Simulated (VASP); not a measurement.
Wanted: the native input for a VASP 6.6.1 run.

- Task: single point
- Functional: PBE
- Potentials or basis: VASP PAW PBE potentials, release 64 (Sc_sv, F)
- Cutoff: 520 eV
- k mesh: 4 × 4 × 4
- Occupations: gaussian, width 0.1 eV
- Spin: collinear spin
- Starting moments: [0.0, 1.0, 1.0, 1.0, 1.0, 1.0] μB
- Dipole correction: no
- Further INCAR settings: ALGO = Normal; EDIFF = 1e-06; NBANDS = 36

The structure of ScF5 lies in POSCAR:

```
ScF5
1.0
    4.1808404800      0.0000000000      0.0000000000
    0.0000000000      4.1808404800      0.0000000000
    0.0000000000      0.0000000000      4.6289087200
Sc F
1 5
Direct
    0.5000000000      0.5000000000      0.0000000000
    0.0000000000      0.5000000000      0.0000000000
    0.5000000000      0.0000000000      0.0000000000
    0.0000000000      0.5000000000      0.5000000000
    0.5000000000      0.0000000000      0.5000000000
    0.0000000000      0.0000000000      0.0000000000
```

The cell was built from a structure type or drawn by symmetry, and may not be a known phase.

One way to write it, as run:

INCAR

```
SYSTEM = ScF5
PREC = Accurate ; ENCUT = 520
EDIFF = 1E-6 ; ISMEAR = 0
SIGMA = 0.1 ; LREAL = .False.
LASPH = .True. ; NELM = 150
ALGO = Normal ; ISIF = 2
LWAVE = .False. ; LCHARG = .False.
ISPIN = 2 ; MAGMOM = 0 1 1 1 1 1
LORBIT = 11 ; LMAXMIX = 4
GGA = PE ; NBANDS = 36
```

KPOINTS

```
Automatic mesh
0
Gamma
  4 4 4
  0 0 0
```

Potentials or basis: VASP PAW PBE potentials, release 64 (Sc_sv, F).

The run is started by

```bash
$ cat potpaw_PBE.64/Sc_sv/POTCAR potpaw_PBE.64/F/POTCAR > POTCAR
$ mpirun -np 1 vasp_std > vasp.out
```

Results of the run:

| Quantity | Value |
| --- | --- |
| Pressure | -0.8 GPa |
| Band gap on the k mesh | zero (filled and empty bands overlap) |
| Net moment | 2.00 μB per cell |
| Site moments | Sc -0.04; F +0.23, +0.40, +0.65 (each value once) μB |
| Valence electrons inside the program's atomic spheres | Sc 8.90; F 6.05, 5.93, 5.91 (each value once) |

Caveat: the k points lie up to 0.38 Å⁻¹ apart, too coarse for converged energies and pressures of a metal.

Run time: 2.7 min on 1 thread of Intel Xeon 8259CL (shared host), peak memory 0.25 GiB.
